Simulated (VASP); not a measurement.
# Hg (P2_1/m) in VASP: single point with PBE

Aim: the single point of Hg with PBE.

All numbers are computed with VASP 6.6.1; they aren't measurements. Logs are shortened: lines on timing, memory, paths and dates and some standing lists are left out, and cuts for length are marked.

**1. The cell of the first run**

The structure is monoclinic, space group P2_1/m (No. 11). Conventional cell: a = 3.413 Å, b = 5.499 Å, c = 3.469 Å, α = 90.00°, β = 119.34°, γ = 90.00°. Hg (site symmetry m) has 12 Hg at 3.31 to 3.48 Å within 4.4 Å.

**2. Single point, PBE**

Input file INCAR:

```
ALGO = Normal
EDIFF = 1E-6
ENCUT = 520
GGA = PE
ISIF = 2
ISMEAR = 0
LASPH = T
LCHARG = F
LREAL = F
LWAVE = F
NBANDS = 19
NELM = 100
PREC = Accurate
SIGMA = 0.1
```

Input file KPOINTS:

```
k-points
0
Gamma
  6 4 6
```

Input file POSCAR:

```
Hg
1.0
    3.4133030269      0.0000000000      0.0000000000
    0.0000000000      5.4991271400      0.0000000000
   -1.6998547957      0.0000000000      3.0241256614
Hg
2
Direct
    0.6515596900      0.2500000000      0.8042281600
    0.3484403100      0.7500000000      0.1957718400
```

Potentials or basis: VASP PAW PBE potentials, release 64 (Hg).

Run with:

```
$ cat potpaw_PBE.64/Hg/POTCAR > POTCAR
$ mpirun -np 1 vasp_std > vasp.out
```

OUTCAR:

```text
EDIFF = 1E-6
   ENCUT = 520
   GGA = PE
   ISIF = 2
   ISMEAR = 0
   LASPH = T
   LREAL = F
   NELM = 100
   PREC = Accurate

 ion  position               nearest neighbor table
   1  0.652  0.250  0.804-   2 3.31   2 3.31   2 3.44   2 3.44   2 3.45   2 3.45
   2  0.348  0.750  0.196-   1 3.31   1 3.31   1 3.44   1 3.44   1 3.45   1 3.45

  LATTYP: Found a simple monoclinic cell.
 ALAT       =     3.4133030269
 B/A-ratio  =     1.6110867089
 C/A-ratio  =     1.0163548333
 COS(beta)  =    -0.4899949704

  Lattice vectors:

 A1 = (   3.4133030269,   0.0000000000,   0.0000000000)
 A2 = (   0.0000000000,   5.4991271400,   0.0000000000)
 A3 = (  -1.6998547957,   0.0000000000,   3.0241256614)

Analysis of symmetry for initial positions (statically):
=====================================================================
 Subroutine PRICEL returns:
 Original cell was already a primitive cell.

 Routine SETGRP: Setting up the symmetry group for a
 simple monoclinic supercell.

 Subroutine GETGRP returns: Found  4 space group operations
 (whereof  2 operations were pure point group operations)
 out of a pool of  4 trial point group operations.

The static configuration has the point symmetry S_2 .
 The point group associated with its full space group is C_2h.

Analysis of symmetry for dynamics (positions and initial velocities):
=====================================================================
 Subroutine PRICEL returns:
 Original cell was already a primitive cell.

 Routine SETGRP: Setting up the symmetry group for a
 simple monoclinic supercell.

 Subroutine GETGRP returns: Found  4 space group operations
 (whereof  2 operations were pure point group operations)
 out of a pool of  4 trial point group operations.

The dynamic configuration has the point symmetry S_2 .
 The point group associated with its full space group is C_2h.

 Subroutine INISYM returns: Found  4 space group operations
 (whereof  2 operations are pure point group operations),
 and found     1 'primitive' translations

----------------------------------------------------------------------------------------

                                     Primitive cell

  volume of cell :      56.7634

  direct lattice vectors                    reciprocal lattice vectors
     3.413303027  0.000000000  0.000000000     0.292971351  0.000000000  0.164678592
     0.000000000  5.499127140  0.000000000     0.000000000  0.181847041  0.000000000
    -1.699854796  0.000000000  3.024125661     0.000000000  0.000000000  0.330674090

  length of vectors
     3.413303027  5.499127140  3.469127029     0.336082209  0.181847041  0.330674090

  position of ions in fractional coordinates (direct lattice)
     0.651559690  0.250000000  0.804228160
     0.348440310  0.750000000  0.195771840

  ion indices of the primitive-cell ions
   primitive index   ion index
                 1           1
                 2           2

----------------------------------------------------------------------------------------

 KPOINTS: k-points

Automatic generation of k-mesh.
 Grid dimensions read from file:
 generate k-points for:    6    4    6

 Generating k-lattice:

  Cartesian coordinates                     Fractional coordinates (reciprocal lattice)
     0.048828559  0.000000000  0.027446432     0.166666667  0.000000000 -0.000000000
     0.000000000  0.045461760  0.000000000     0.000000000  0.250000000  0.000000000
     0.000000000  0.000000000  0.055112348     0.000000000  0.000000000  0.166666667

  Length of vectors
     0.056013702  0.045461760  0.055112348

  Shift w.r.t. Gamma in fractional coordinates (k-lattice)
     0.000000000  0.000000000  0.000000000

 Subroutine IBZKPT returns following result:
 ===========================================

 Found     60 irreducible k-points:

 Following reciprocal coordinates:
            Coordinates               Weight
  0.000000  0.000000  0.000000      1.000000
  0.166667  0.000000  0.000000      2.000000
  0.333333  0.000000  0.000000      2.000000
  0.500000  0.000000  0.000000      1.000000
  0.000000  0.250000  0.000000      2.000000
  0.166667  0.250000  0.000000      4.000000
[... 16 lines left out ...]
 -0.333333  0.250000  0.166667      4.000000
 -0.166667  0.250000  0.166667      4.000000
 [... further k-points ...]
   k-points           NKPTS =     60   k-points in BZ     NKDIM =     60   number of bands    NBANDS=     19
   number of dos      NEDOS =    301   number of ions     NIONS =      2
   total plane-waves  NPLWV =  32928
   dimension x,y,z NGX =    28 NGY =   42 NGZ =   28
   dimension x,y,z NGXF=    56 NGYF=   84 NGZF=   56
   ions per type =               2
   NGX,Y,Z   is equivalent  to a cutoff of  13.64, 12.70, 13.42 a.u.
   NGXF,Y,Z  is equivalent  to a cutoff of  27.27, 25.39, 26.84 a.u.
 SYSTEM =  unknown system
   PREC   = accura    normal or accurate (medium, high low for compatibility)
   ISTART =      0    job   : 0-new  1-cont  2-samecut
   ICHARG =      2    charge: 1-file 2-atom 10-const
   ISPIN  =      1    spin polarized calculation?
   LNONCOLLINEAR =      F non collinear calculations
   LSORBIT =      F    spin-orbit coupling
   LASPH  =      T    aspherical Exc in radial PAW
   ENCUT  =  520.0 eV  38.22 Ry    6.18 a.u.   6.35 10.22  6.45*2*pi/ulx,y,z
   NELM   =    100;   NELMIN=  2; NELMDL= -5     # of ELM steps
   EDIFF  = 0.1E-05   stopping-criterion for ELM
   LREAL  =      F    real-space projection
   EDIFFG = 0.1E-04   stopping-criterion for IOM
   NSW    =      0    number of steps for IOM
   IBRION =     -1    ionic relax: 0-MD 1-quasi-New 2-CG
   NFREE  =      0    steps in history (QN), initial steepest desc. (CG)
   ISIF   =      2    stress and relaxation
   ISYM   =      2    0-nonsym 1-usesym 2-fastsym
   POTIM  = 0.5000    time-step for ionic-motion
   TEBEG  =    0.0;   TEEND  =   0.0 temperature during run
   PSTRESS=    0.0 pullay stress
   NELECT =      24.0000    total number of electrons
   NUPDOWN=      -1.0000    fix difference up-down
   EMIN   =  10.00;   EMAX   =-10.00  energy-range for DOS
   EFERMI =   0.00;   METHOD = LEGACY
   ISMEAR =     0;   SIGMA  =   0.10  broadening in eV -4-tet -1-fermi 0-gaus
   EFERMI_NEDOS =   21; number of points for ismear=-14 and -15
   IALGO  =     38    algorithm
   IMIX   =      4    mixing-type and parameters
     AMIX     =   0.40;   BMIX     =  1.00
     AMIX_MAG =   1.60;   BMIX_MAG =  1.00
  volume/ion in A,a.u.               =      28.38       191.53
  Fermi-wavevector in a.u.,A,eV,Ry     =   1.228728  2.321959 20.541703  1.509773
  Thomas-Fermi vector in A             =   2.363642
   LORBIT       =      0    0 simple, 1 ext, 2 COOP (PROOUT), +10 PAW based schemes
   GGA     = PE    functional components
   LHFCALC =     F    Hartree Fock is set to
   AEXX    =    0.0000 exact exchange contribution
   IVDW    =     0    specifies the selected vdW correction
   LEPSILON=     F    determine dielectric tensor
   LRPA    =     F    only Hartree local field effects (RPA)
 non-spin polarized calculation
 Gauss-broadening in eV      SIGMA  =   0.10
  energy-cutoff  :      520.00
  volume of cell :       56.76
 maximum number of plane-waves:      1544
 NGX is ok and might be reduce to    28
   NGX = 13   NGY = 21   NGZ = 13

 number of electron      24.0000000 magnetization

 Free energy of the ion-electron system (eV)
  ---------------------------------------------------
  ext. energy  EPLUGINS =         0.00000000
  ---------------------------------------------------
  free energy    TOTEN  =        -0.33645138 eV

  energy without entropy =       -0.33477126  energy(sigma->0) =       -0.33561132

 E-fermi :   0.9503     XC(G=0):  -9.8482

 val. band max:        0.8903587027   @ k =   0.5000   0.0000   0.3333
 cond. band min:       1.1290321830   @ k =   0.0000   0.5000   0.5000
 fundamental gap:      0.2386734803
 Fermi energy:         0.9503482022

 k-point     1 :       0.0000    0.0000    0.0000
  band No.  band energies     occupation
      1      -6.2300      2.00000
      2      -5.6430      2.00000
      3      -5.0570      2.00000
      4      -5.0462      2.00000
      5      -4.9310      2.00000
      6      -4.8951      2.00000
[... 11 lines left out ...]
     18      14.4978      0.00000
     19      14.9567      0.00000

 k-point     2 :       0.1667    0.0000    0.0000
  band No.  band energies     occupation
      1      -5.7665      2.00000
      2      -5.4763      2.00000
      3      -5.0677      2.00000
      4      -4.9731      2.00000
      5      -4.9041      2.00000
      6      -4.8437      2.00000
[... 11 lines left out ...]
     18      14.1314      0.00000
     19      14.8890      0.00000

 k-point     3 :       0.3333    0.0000    0.0000
  band No.  band energies     occupation
      1      -5.5192      2.00000
      2      -5.4424      2.00000
      3      -5.2684      2.00000
      4      -5.0417      2.00000
      5      -4.8513      2.00000
      6      -4.6938      2.00000
[... 11 lines left out ...]
     18      12.1989      0.00000
     19      13.3835      0.00000

 k-point     4 :       0.5000    0.0000    0.0000
  band No.  band energies     occupation
      1      -5.6117      2.00000
      2      -5.4817      2.00000
      3      -5.4379      2.00000
      4      -5.1014      2.00000
      5      -4.7662      2.00000
      6      -4.7491      2.00000
[... 407 lines left out ...]
     18      10.8405      0.00000
     19      13.4744      0.00000

 k-point    23 :      -0.3333    0.2500    0.1667
  band No.  band energies     occupation
      1      -5.3045      2.00000
      2      -5.2892      2.00000
      3      -5.1753      2.00000
      4      -5.1121      2.00000
      5      -4.9324      2.00000
      6      -4.8045      2.00000
[... 11 lines left out ...]
     18      12.7788      0.00000
     19      14.7842      0.00000

 k-point    24 :      -0.1667    0.2500    0.1667
  band No.  band energies     occupation
      1      -5.4946      2.00000
      2      -5.3951      2.00000
      3      -5.0792      2.00000
      4      -5.0264      2.00000
      5      -4.9465      2.00000
      6      -4.9354      2.00000
[... 11 lines left out ...]
     18      12.9749      0.00000
     19      13.6745      0.00000

 [... further k-points ...]

------------------------ aborting loop because EDIFF is reached ----------------------------------------

  FORCE on cell =-STRESS in cart. coord.  units (eV):
  Direction    XX          YY          ZZ          XY          YZ          ZX
  --------------------------------------------------------------------------------------
  -------------------------------------------------------------------------------------
  Total        0.3574152      0.6076811      0.4495104      0.0000000      0.0000000      0.0028875
  in kB       10.0882354     17.1521221     12.6876698      0.0000000      0.0000000      0.0815010
  external PRESSURE =      13.3093424 kB  Pullay stress =       0.0000000 kB

 VOLUME and BASIS-vectors are now :
 -----------------------------------------------------------------------------
  energy-cutoff  :      520.00
  volume of cell :       56.76
      direct lattice vectors                 reciprocal lattice vectors
     3.413303027  0.000000000  0.000000000     0.292971351  0.000000000  0.164678592
     0.000000000  5.499127140  0.000000000     0.000000000  0.181847041  0.000000000
    -1.699854796  0.000000000  3.024125661     0.000000000  0.000000000  0.330674090

 POSITION                                       TOTAL-FORCE (eV/Angst)
 -----------------------------------------------------------------------------------
      0.85690      1.37478      2.43209         0.002349     -0.000000      0.019914
      0.85655      4.12435      0.59204        -0.002349      0.000000     -0.019914
 -----------------------------------------------------------------------------------
    total drift:                                0.000000      0.000000      0.000000

  FREE ENERGIE OF THE ION-ELECTRON SYSTEM (eV)
  ---------------------------------------------------
  free  energy   TOTEN  =        -0.3364513830 eV

  energy  without entropy=       -0.3347712612  energy(sigma->0) =       -0.33561132
```

It took 30 s on 1 thread of AMD EPYC 9R45 (Zen 5), shared host; peak memory 0.17 GiB.

Results:

| Quantity | Value |
| --- | --- |
| Free energy | -0.3365 eV |
| Pressure | 1.3 GPa |
| Largest force | 0.020 eV/Å |
| Band gap on the k mesh | zero (bands 12 and 13 overlap by 0.21 eV) |

Forces on the atoms (eV/Å):
```
Hg   0.002  0.000  0.020
Hg  -0.002  0.000 -0.020
```

Stress tensor (GPa, compression positive):
```
1.01 0.00 0.01
0.00 1.72 0.00
0.01 0.00 1.27
```

Caveat: spin-orbit coupling is left out, which moves the levels of the heavy elements.
